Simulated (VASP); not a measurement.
Runs of VASP 6.6.1 on CdS. The structure is that of space group P-3m1 (No. 164), or close to it. The cells are those of the table. 

| cell | smearing | gap on the mesh (eV) | largest force (eV/Å) |
| --- | --- | --- | --- |
| a = 4.304, b = 4.304, c = 19.000 Å, angles 90.0, 90.0, 120.0°, 4 atoms | gaussian 0.1 eV | (a) | 0.12 |
| a = 4.226, b = 4.226, c = 32.123 Å, angles 90.0, 90.0, 120.0°, 4 atoms | gaussian 0.02 eV | 1.33 | - |
| a = 4.218, b = 4.218, c = 32.123 Å, angles 90.0, 90.0, 120.0°, 4 atoms | gaussian 0.02 eV | 1.36 | 0.01 |
| a = 4.218, b = 4.218, c = 32.123 Å, angles 90.0, 90.0, 120.0°, 4 atoms | gaussian 0.1 eV | 1.36 | 0.01 |

Alike in all rows: task single point; level PBE+D3(BJ); potentials or basis VASP PAW PBE potentials, release 64 (Cd, S); no spin polarisation; k mesh 6 × 6 × 1; cutoff (eV) 520.

**Question.** Estimate the missing entries.

**Answer.** (a) 1.30.

A k mesh can miss the band edges, and the runs leave out spin-orbit coupling on Cd.
